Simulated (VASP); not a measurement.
Set up this calculation in VASP 6.6.1, as the native input.

| Item | Value |
| --- | --- |
| Task | single point |
| Functional | PBE |
| Potentials or basis | VASP PAW PBE potentials, release 64 (Nb_sv, Si) |
| Cutoff | 520 eV |
| k mesh | 8 × 8 × 5 |
| Occupations | fermi-dirac, width 0.1 eV |
| Spin | no spin polarisation |
| Dipole correction | no |
| Further INCAR settings | ALGO = Normal; EDIFF = 1e-07; NBANDS = 42 |

The structure of NbSi2 lies in POSCAR:

```
NbSi2
1.0
    4.8126693873      0.0000000000      0.0000000000
   -2.4063346937      4.1678939494      0.0000000000
    0.0000000000      0.0000000000      6.6152103628
Nb Si
3 6
Direct
    0.5000000000      0.0000000000      0.5000000000
    0.5000000000      0.5000000000      0.8333333333
    0.0000000000      0.5000000000      0.1666666667
    0.1594488533      0.3188977066      0.5000000000
    0.8405511467      0.1594488533      0.8333333333
    0.6811022934      0.8405511467      0.1666666667
    0.8405511467      0.6811022934      0.5000000000
    0.1594488533      0.8405511467      0.8333333333
    0.3188977066      0.1594488533      0.1666666667
```

One way to write it, as run:

INCAR

```
SYSTEM = NbSi2
PREC = Accurate
ENCUT = 520
EDIFF = 1E-7
ISMEAR = -1
SIGMA = 0.1
LREAL = .False.
LASPH = .True.
NELM = 80
ALGO = Normal
ISIF = 2
LWAVE = .False.
LCHARG = .False.
GGA = PE
NBANDS = 42
```

KPOINTS

```
Automatic mesh
0
Gamma
  8 8 5
  0 0 0
```

Potentials or basis: VASP PAW PBE potentials, release 64 (Nb_sv, Si).

The run is started by

```sh
$ cat potpaw_PBE.64/Nb_sv/POTCAR potpaw_PBE.64/Si/POTCAR > POTCAR
$ mpirun -np 1 vasp_std > vasp.out
```

Results of the run:

```yaml
Pressure: -0.3 GPa
Band_gap_on_the_k_mesh: zero (an odd number of electrons rules out a gap without spin polarisation)
```

Run time: 100 s on 1 thread of AMD EPYC 9R45 96-Core Processor (Zen 5) (shared host), peak memory 0.27 GiB.
